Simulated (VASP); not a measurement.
Input of a VASP 6.6.1 run:

Contents of INCAR:

```
PREC = Accurate ; ENCUT = 600
EDIFF = 1E-6 ; ISMEAR = 0
SIGMA = 0.1 ; LREAL = F
LASPH = T ; NELM = 100
ALGO = Normal ; ISIF = 3
LWAVE = F ; LCHARG = F
GGA = PE ; IBRION = 2
NSW = 90 ; EDIFFG = -0.04
```

KPOINTS

```
Automatic mesh
0
Gamma
  6 6 6
```

File POSCAR:

```
Pt
1.0
    4.7001077127      0.0000000000      0.0000000000
   -2.3500538564      4.0704126797      0.0000000000
    0.0000000000      0.0000000000      2.8813703804
Pt
3
Direct
    0.0000000000      0.0000000000      0.0000000000
    0.3333333333      0.6666666667      0.5000000000
    0.6666666667      0.3333333333      0.5000000000
```

Potentials or basis: VASP PAW PBE potentials, release 64 (Pt).

Run with:

```sh
$ cat potpaw_PBE.64/Pt/POTCAR > POTCAR
$ mpirun -np 1 vasp_std > vasp.out
```

Problem. Estimate the band gap on the k mesh.

Solution. Zero (band 15 reaches 11.27 eV, above the bottom of band 16 at 9.85 eV).

Problem. What does it give for the relaxed cell?

Solution. a = 4.516 Å, b = 4.516 Å, c = 2.717 Å, α = 90.00°, β = 90.00°, γ = 120.00°.

Problem. What does it give for the space group after relaxing (to 0.05 Å)?

Solution. P6/mmm (No. 191).

Problem. Estimate the relaxed volume.

Solution. 16.00 Å³/atom.

The path:
```csv
step,energy change (eV),largest force (eV/Å),pressure (GPa),volume (Å³)
1,0.0000,0.0000,-22.13,55.12
2,2.4372,0.0000,117.42,37.25
3,-0.5715,0.0000,-2.21,48.49
4,-0.5746,0.0000,-0.76,48.18
5,-0.5751,0.0000,0.04,48.00
6,-0.5748,0.0000,0.73,47.87
7,-0.5793,0.0000,0.90,47.82
8,-0.5805,0.0000,0.83,47.83
9,-0.5795,0.0000,-1.46,48.30
10,-0.5809,0.0000,0.01,48.00
```

Caveat: the k points lie up to 0.39 Å⁻¹ apart in the final cell; spin-orbit coupling is left out, which moves the levels of the heavy elements.
